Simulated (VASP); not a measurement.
# AlPt (Pm-3m) in VASP: further runs

Runs on AlPt. Level: PBEsol+D3(BJ). Tasks: single point.

All numbers are computed with VASP 6.6.1; they aren't measurements. Logs are shortened: lines on timing, memory, paths and dates and some standing lists are left out, and cuts for length are marked.

## (1) The cell of the first run

Symmetry: Pm-3m, No. 221, cubic system. The conventional cell has a = 3.060 Å, b = 3.060 Å, c = 3.060 Å, α = 90.00°, β = 90.00°, γ = 90.00°. Al (site symmetry m-3m) has 8 Pt at 2.65 Å and 6 Al at 3.06 Å within 3.5 Å. Pt (site symmetry m-3m) has 8 Al at 2.65 Å and 6 Pt at 3.06 Å within 3.5 Å.

## (2) Single point, PBEsol+D3(BJ)

INCAR reads:

```
SYSTEM = AlPt
ALGO = Normal
EDIFF = 1E-6
ENCUT = 520
GGA = PS
ISIF = 2
ISMEAR = 0
IVDW = 12
LASPH = .TRUE.
LCHARG = .FALSE.
LREAL = .FALSE.
LWAVE = .FALSE.
NBANDS = 14
NELM = 100
PREC = Accurate
SIGMA = 0.1
```

KPOINTS reads:

```
k-points
0
G
  14 14 14
  0 0 0
```

POSCAR reads:

```
AlPt
1.0
    3.0601616564      0.0000000000      0.0000000000
    0.0000000000      3.0601616564      0.0000000000
    0.0000000000      0.0000000000      3.0601616564
Al Pt
1 1
Direct
    0.0000000000      0.0000000000      0.0000000000
    0.5000000000      0.5000000000      0.5000000000
```

Potentials or basis: VASP PAW PBE potentials, release 64 (Al, Pt).

Launch:

```sh
cat potpaw_PBE.64/Al/POTCAR potpaw_PBE.64/Pt/POTCAR > POTCAR
mpirun -np 1 vasp_std > vasp.out
```

OUTCAR:

```text
SYSTEM = AlPt
   EDIFF = 1E-6
   ENCUT = 520
   GGA = PS
   ISIF = 2
   ISMEAR = 0
   IVDW = 12
   LASPH = .TRUE.
   LREAL = .FALSE.
   NELM = 100
   PREC = Accurate
 IVDW          = 12

 ion  position               nearest neighbor table
   1  0.000  0.000  0.000-   2 2.65   2 2.65   2 2.65   2 2.65   2 2.65   2 2.65   2 2.65   2 2.65

   2  0.500  0.500  0.500-   1 2.65   1 2.65   1 2.65   1 2.65   1 2.65   1 2.65   1 2.65   1 2.65

  LATTYP: Found a simple cubic cell.
 ALAT       =     3.0601616564

  Lattice vectors:

 A1 = (   3.0601616564,   0.0000000000,   0.0000000000)
 A2 = (   0.0000000000,   3.0601616564,   0.0000000000)
 A3 = (   0.0000000000,   0.0000000000,   3.0601616564)

Analysis of symmetry for initial positions (statically):
=====================================================================
 Subroutine PRICEL returns:
 Original cell was already a primitive cell.

 Routine SETGRP: Setting up the symmetry group for a
 simple cubic supercell.

 Subroutine GETGRP returns: Found 48 space group operations
 (whereof 48 operations were pure point group operations)
 out of a pool of 48 trial point group operations.

The static configuration has the point symmetry O_h .

Analysis of symmetry for dynamics (positions and initial velocities):
=====================================================================
 Subroutine PRICEL returns:
 Original cell was already a primitive cell.

 Routine SETGRP: Setting up the symmetry group for a
 simple cubic supercell.

 Subroutine GETGRP returns: Found 48 space group operations
 (whereof 48 operations were pure point group operations)
 out of a pool of 48 trial point group operations.

The dynamic configuration has the point symmetry O_h .

 Subroutine INISYM returns: Found 48 space group operations
 (whereof 48 operations are pure point group operations),
 and found     1 'primitive' translations

----------------------------------------------------------------------------------------

                                     Primitive cell

  volume of cell :      28.6572

  direct lattice vectors                    reciprocal lattice vectors
     3.060161656  0.000000000  0.000000000     0.326780122  0.000000000  0.000000000
     0.000000000  3.060161656  0.000000000     0.000000000  0.326780122  0.000000000
     0.000000000  0.000000000  3.060161656     0.000000000  0.000000000  0.326780122

  length of vectors
     3.060161656  3.060161656  3.060161656     0.326780122  0.326780122  0.326780122

  position of ions in fractional coordinates (direct lattice)
     0.000000000  0.000000000  0.000000000
     0.500000000  0.500000000  0.500000000

[... 90 lines left out ...]
   EFERMI =   0.00;   METHOD = LEGACY
   ISMEAR =     0;   SIGMA  =   0.10  broadening in eV -4-tet -1-fermi 0-gaus
   EFERMI_NEDOS =   21; number of points for ismear=-14 and -15
   IALGO  =     38    algorithm
   IMIX   =      4    mixing-type and parameters
     AMIX     =   0.40;   BMIX     =  1.00
     AMIX_MAG =   1.60;   BMIX_MAG =  1.00
  volume/ion in A,a.u.               =      14.33        96.69
  Fermi-wavevector in a.u.,A,eV,Ry     =   1.257897  2.377080 21.528548  1.582304
  Thomas-Fermi vector in A             =   2.391533
   LORBIT       =      0    0 simple, 1 ext, 2 COOP (PROOUT), +10 PAW based schemes
   GGA     = PS    functional components
   LHFCALC =     F    Hartree Fock is set to
   AEXX    =    0.0000 exact exchange contribution
   IVDW    =    12    specifies the selected vdW correction
   LEPSILON=     F    determine dielectric tensor
   LRPA    =     F    only Hartree local field effects (RPA)
 non-spin polarized calculation
 Gauss-broadening in eV      SIGMA  =   0.10
  energy-cutoff  :      520.00
  volume of cell :       28.66
 maximum number of plane-waves:       804
 NGX is ok and might be reduce to    24
   NGX = 11   NGY = 11   NGZ = 11

 number of electron      12.9999997 magnetization

 Free energy of the ion-electron system (eV)
  ---------------------------------------------------
  ext. energy  EPLUGINS =         0.00000000
  ---------------------------------------------------
  free energy    TOTEN  =       -12.93396107 eV

  energy without entropy =      -12.92962663  energy(sigma->0) =      -12.93179385

 E-fermi :  11.1104     XC(G=0): -12.3513

 val. band max:       11.0735688396   @ k =   0.5000   0.5000   0.2857
 cond. band min:      11.1346985923   @ k =   0.5000   0.3571   0.3571
 fundamental gap:      0.0611297527
 Fermi energy:        11.1103867886

 k-point     1 :       0.0000    0.0000    0.0000
  band No.  band energies     occupation
      1      -0.7368      2.00000
      2       5.2888      2.00000
      3       5.2888      2.00000
      4       8.4075      2.00000
      5       8.4075      2.00000
      6       8.4075      2.00000
      7      15.0164      0.00000
      8      15.0164      0.00000
      9      15.0164      0.00000
     10      20.2648      0.00000
     11      20.2648      0.00000
     12      21.1047      0.00000
     13      28.9513      0.00000
     14      28.9513      0.00000
[... 377 lines left out ...]
      1       2.1576      2.00000
      2       4.9410      2.00000
      3       6.2206      2.00000
      4       7.0266      2.00000
      5       7.2701      2.00000
      6       7.9792      2.00000
      7      10.9361      1.98631
      8      14.5985      0.00000
      9      17.8864      0.00000
     10      19.3755      0.00000
     11      21.2850      0.00000
     12      23.1280      0.00000
     13      24.9360      0.00000
     14      26.3880      0.00000

 [... further k-points ...]

------------------------ aborting loop because EDIFF is reached ----------------------------------------

 Edisp (eV)   -1.10771

 E8    (eV) :    -0.7529

  FORCE on cell =-STRESS in cart. coord.  units (eV):
  Direction    XX          YY          ZZ          XY          YZ          ZX
  --------------------------------------------------------------------------------------
  -------------------------------------------------------------------------------------
  Total      -1.12764    -1.12764    -1.12764     0.00000     0.00000    -0.00000
  in kB     -63.04448   -63.04448   -63.04448     0.00000     0.00000    -0.00000
  external pressure =      -63.04 kB  Pullay stress =        0.00 kB

 VOLUME and BASIS-vectors are now :
 -----------------------------------------------------------------------------
  energy-cutoff  :      520.00
  volume of cell :       28.66
      direct lattice vectors                 reciprocal lattice vectors
     3.060161656  0.000000000  0.000000000     0.326780122  0.000000000  0.000000000
     0.000000000  3.060161656  0.000000000     0.000000000  0.326780122  0.000000000
     0.000000000  0.000000000  3.060161656     0.000000000  0.000000000  0.326780122

 POSITION                                       TOTAL-FORCE (eV/Angst)
 -----------------------------------------------------------------------------------
      0.00000      0.00000      0.00000         0.000000      0.000000      0.000000
      1.53008      1.53008      1.53008         0.000000      0.000000      0.000000
 -----------------------------------------------------------------------------------
    total drift:                                0.000000     -0.000000     -0.000000

  FREE ENERGIE OF THE ION-ELECTRON SYSTEM (eV)
  ---------------------------------------------------
  free  energy   TOTEN  =       -14.0416730155 eV

  energy  without entropy=      -14.0373385750  energy(sigma->0) =      -14.03950580
```

OSZICAR:

```text
N       E                     dE             d eps       ncg     rms          rms(c)
DAV:   1     0.436834012649E+02    0.43683E+02   -0.55392E+03  3408   0.773E+02
DAV:   2    -0.123554024711E+02   -0.56039E+02   -0.51476E+02  4134   0.167E+02
DAV:   3    -0.135209488621E+02   -0.11655E+01   -0.11616E+01  4116   0.224E+01
DAV:   4    -0.135271680887E+02   -0.62192E-02   -0.62189E-02  4152   0.202E+00
DAV:   5    -0.135272400547E+02   -0.71966E-04   -0.71967E-04  4206   0.215E-01    0.113E+01
DAV:   6    -0.130084409690E+02    0.51880E+00   -0.21106E+00  3654   0.106E+01    0.424E+00
DAV:   7    -0.129557989202E+02    0.52642E-01   -0.55791E-02  3600   0.182E+00    0.252E+00
DAV:   8    -0.129340461894E+02    0.21753E-01   -0.15928E-02  4044   0.878E-01    0.263E-01
DAV:   9    -0.129339678721E+02    0.78317E-04   -0.32869E-04  4174   0.117E-01    0.947E-02
DAV:  10    -0.129339610674E+02    0.68046E-05   -0.34208E-05  4200   0.488E-02    0.854E-03
DAV:  11    -0.129339610736E+02   -0.61325E-08   -0.56620E-07  2922   0.595E-03
   1 F= -.14041673E+02 E0= -.14039506E+02  d E =-.433444E-02
```

Wall time 19 s (1 thread of Intel Xeon Platinum 8375C at 2.90GHz (Ice Lake), shared host); peak memory 0.19 GiB.

What came out:

```yaml
Free_energy: -14.0417 eV
Pressure: -6.3 GPa
Dispersion_energy_per_atom: -0.554 eV
```

Levels at points of the mesh, in eV from the Fermi level:
```csv
k point,band 4,band 5,band 6,band 7,band 8,band 9,band 10,band 11
"(0.00, 0.00, 0.00)",-2.70,-2.70,-2.70,3.91,3.91,3.91,9.15,9.15
"(0.50, 0.00, 0.00)",-4.19,-4.19,-2.50,-0.91,6.07,8.64,8.64,10.46
"(0.50, 0.50, 0.00)",-3.83,-3.23,-3.23,-1.42,1.02,3.61,8.60,12.25
"(0.50, 0.50, 0.50)",-1.34,-1.34,0.74,1.73,1.73,1.73,4.97,6.21
```

Caveat: three body term missing; the PAW data sets were made with another functional, which shifts forces and pressure a little; spin-orbit coupling is left out, which moves the levels of the heavy elements; pairwise dispersion overbinds metals, which lowers pressure and volume.

## (3) Single point, PBEsol+D3(BJ)

INCAR reads:

```
SYSTEM = AlPt
ALGO = Normal
EDIFF = 1E-6
ENCUT = 500
GGA = PS
GGA_COMPAT = .FALSE.
ISIF = 2
ISMEAR = 0
IVDW = 12
LASPH = .TRUE.
LCHARG = .FALSE.
LREAL = .FALSE.
LWAVE = .FALSE.
NBANDS = 18
NELM = 120
PREC = Accurate
SIGMA = 0.1
```

KPOINTS is that of step 2.

POSCAR is that of step 2.

Potentials or basis: VASP PAW PBE potentials, release 64 (Al, Pt_sv_GW).

Launch:

```sh
cat potpaw_PBE.64/Al/POTCAR potpaw_PBE.64/Pt_sv_GW/POTCAR > POTCAR
mpirun -np 1 vasp_std > vasp.out
```

OUTCAR:

```text
SYSTEM = AlPt
   EDIFF = 1E-6
   ENCUT = 500
   GGA = PS
   ISIF = 2
   ISMEAR = 0
   IVDW = 12
   LASPH = .TRUE.
   LREAL = .FALSE.
   NELM = 120
   PREC = Accurate
 IVDW          = 12

 ion  position               nearest neighbor table
   1  0.000  0.000  0.000-   2 2.65   2 2.65   2 2.65   2 2.65   2 2.65   2 2.65   2 2.65   2 2.65

   2  0.500  0.500  0.500-   1 2.65   1 2.65   1 2.65   1 2.65   1 2.65   1 2.65   1 2.65   1 2.65

  LATTYP: Found a simple cubic cell.
 ALAT       =     3.0601616564

  Lattice vectors:

 A1 = (   3.0601616564,   0.0000000000,   0.0000000000)
 A2 = (   0.0000000000,   3.0601616564,   0.0000000000)
 A3 = (   0.0000000000,   0.0000000000,   3.0601616564)

Analysis of symmetry for initial positions (statically):
=====================================================================
 Subroutine PRICEL returns:
 Original cell was already a primitive cell.

 Routine SETGRP: Setting up the symmetry group for a
 simple cubic supercell.

 Subroutine GETGRP returns: Found 48 space group operations
 (whereof 48 operations were pure point group operations)
 out of a pool of 48 trial point group operations.

The static configuration has the point symmetry O_h .

[... 161 lines left out ...]
 E-fermi :  10.8348     XC(G=0): -12.6893

 val. band max:       10.8061350044   @ k =   0.5000   0.5000   0.2857
 cond. band min:      10.8659867105   @ k =   0.5000   0.3571   0.3571
 fundamental gap:      0.0598517062
 Fermi energy:        10.8348423250

 k-point     1 :       0.0000    0.0000    0.0000
  band No.  band energies     occupation
      1     -88.2744      2.00000
      2     -42.4069      2.00000
      3     -42.4069      2.00000
      4     -42.4069      2.00000
      5      -1.0077      2.00000
      6       5.0080      2.00000
[... 481 lines left out ...]
      5       1.8902      2.00000
      6       4.6658      2.00000
[... 10 lines left out ...]
     17      24.6611      0.00000
     18      26.1121      0.00000

 [... further k-points ...]

------------------------ aborting loop because EDIFF is reached ----------------------------------------

 Edisp (eV)   -1.10771

 E8    (eV) :    -0.7529

  FORCE on cell =-STRESS in cart. coord.  units (eV):
  Direction    XX          YY          ZZ          XY          YZ          ZX
  --------------------------------------------------------------------------------------
  -------------------------------------------------------------------------------------
  Total      -1.42520    -1.42520    -1.42520    -0.00000     0.00000    -0.00000
  in kB     -79.68060   -79.68060   -79.68060    -0.00000     0.00000    -0.00000
  external pressure =      -79.68 kB  Pullay stress =        0.00 kB

 VOLUME and BASIS-vectors are now :
 -----------------------------------------------------------------------------
  energy-cutoff  :      500.00
  volume of cell :       28.66
      direct lattice vectors                 reciprocal lattice vectors
     3.060161656  0.000000000  0.000000000     0.326780122  0.000000000  0.000000000
     0.000000000  3.060161656  0.000000000     0.000000000  0.326780122  0.000000000
     0.000000000  0.000000000  3.060161656     0.000000000  0.000000000  0.326780122

 POSITION                                       TOTAL-FORCE (eV/Angst)
 -----------------------------------------------------------------------------------
      0.00000      0.00000      0.00000         0.000000      0.000000      0.000000
      1.53008      1.53008      1.53008         0.000000      0.000000      0.000000
 -----------------------------------------------------------------------------------
    total drift:                                0.000000     -0.000000     -0.000000

  FREE ENERGIE OF THE ION-ELECTRON SYSTEM (eV)
  ---------------------------------------------------
  free  energy   TOTEN  =       -14.0160205823 eV

  energy  without entropy=      -14.0117423076  energy(sigma->0) =      -14.01388144
```

OSZICAR:

```text
N       E                     dE             d eps       ncg     rms          rms(c)
DAV:   1     0.134461467518E+03    0.13446E+03   -0.13783E+04  5280   0.108E+03
DAV:   2    -0.106236823560E+02   -0.14509E+03   -0.14156E+03  5362   0.356E+02
DAV:   3    -0.149484367685E+02   -0.43248E+01   -0.42811E+01  5062   0.563E+01
DAV:   4    -0.149717167176E+02   -0.23280E-01   -0.23273E-01  5118   0.431E+00
DAV:   5    -0.149719003505E+02   -0.18363E-03   -0.18363E-03  4958   0.377E-01    0.700E+01
DAV:   6    -0.130040587141E+02    0.19678E+01   -0.92116E+00  4670   0.226E+01    0.440E+01
DAV:   7    -0.129428081383E+02    0.61251E-01   -0.83231E-01  4552   0.910E+00    0.188E+01
DAV:   8    -0.129093146624E+02    0.33493E-01   -0.70057E-02  4668   0.234E+00    0.846E-01
DAV:   9    -0.129084013301E+02    0.91333E-03   -0.10358E-02  4688   0.762E-01    0.215E-01
DAV:  10    -0.129083163362E+02    0.84994E-04   -0.49095E-04  4748   0.194E-01    0.773E-02
DAV:  11    -0.129083087888E+02    0.75474E-05   -0.28452E-05  4772   0.560E-02    0.138E-02
DAV:  12    -0.129083086403E+02    0.14850E-06   -0.96740E-07  3998   0.878E-03
   1 F= -.14016021E+02 E0= -.14013881E+02  d E =-.427827E-02
```

stdout:

```text
POSCAR found type information on POSCAR AlPt
 POSCAR found :  2 types and       2 ions
 scaLAPACK will be used
 -----------------------------------------------------------------------------
|                                                                             |
|                                                                             |
|     You enforced a specific xc type in the INCAR file but a different       |
|     I HOPE YOU KNOW WHAT YOU ARE DOING!                                     |
|                                                                             |
 -----------------------------------------------------------------------------

 LDA part: xc-table for (Slater+PW92), standard interpolation
 POSCAR, INCAR and KPOINTS ok, starting setup
 FFT: planning ... GRIDC
 FFT: planning ... GRID_SOFT
 FFT: planning ... GRID
 WAVECAR not read
 entering main loop
```

Run time: 41 s. Hardware: 1 thread of AMD EPYC 9R45 (Zen 5), shared host; peak memory 0.16 GiB.

What came out:

```yaml
Free_energy: -14.0160 eV
Pressure: -8.0 GPa
Dispersion_energy_per_atom: -0.554 eV
```

Caveat: three body term missing; the PAW data sets were made with another functional, which shifts forces and pressure a little; spin-orbit coupling is left out, which moves the levels of the heavy elements; pairwise dispersion overbinds metals, which lowers pressure and volume.
